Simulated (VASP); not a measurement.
# Y: single point with r2SCAN

The system is Y.

```
Y
1.0
     3.24679    0.00000    0.00000
     0.00000    3.24679    0.00000
     0.00000    0.00000    3.24679
Y
1
Direct
  0.00000 0.00000 0.00000
```

This cell differs from its parent crystal: volume scaled by 0.96.

```yaml
Program: VASP 6.6.1
Task: single point
Functional: r2SCAN
Potentials_or_basis: VASP PAW PBE potentials, release 64 (Y_sv)
Cutoff: 520 eV
k_mesh: 11 × 11 × 11
Occupations: fermi-dirac, width 0.05 eV
Spin: collinear spin, ferromagnetic start
Starting_moments: "[0.594] μB"
Dipole_correction: no
Further_INCAR_settings: ALGO = Normal; EDIFF = 1e-06; NBANDS = 16
```

```
Pressure                                              : 1.1 GPa
Net moment                                            : 0.93 μB per cell
Site moments                                          : Y +0.69 μB
Valence electrons inside the program's atomic spheres : Y 9.50
```

Levels at points of the mesh, in eV from the Fermi level:
Spin up:
```csv
k point,band 4,band 5,band 6,band 7,band 8,band 9
"(0.00, 0.00, 0.00)",-23.59,-5.02,-1.29,-1.29,5.62,5.62
```
Spin down:
| k point | band 3 | band 4 | band 5 | band 6 | band 7 | band 8 |
| --- | --- | --- | --- | --- | --- | --- |
| (0.00, 0.00, 0.00) | -23.20 | -23.20 | -4.33 | 0.38 | 0.38 | 5.88 |

Wall time 100 s on 1 thread of Intel(R) Xeon(R) Platinum 8259CL CPU @ 2.50GHz (Skylake/Cascade Lake), with other jobs on the host, peak memory 0.2 GiB.

Caveat: the PAW data sets were made with another functional, which shifts forces and pressure a little.
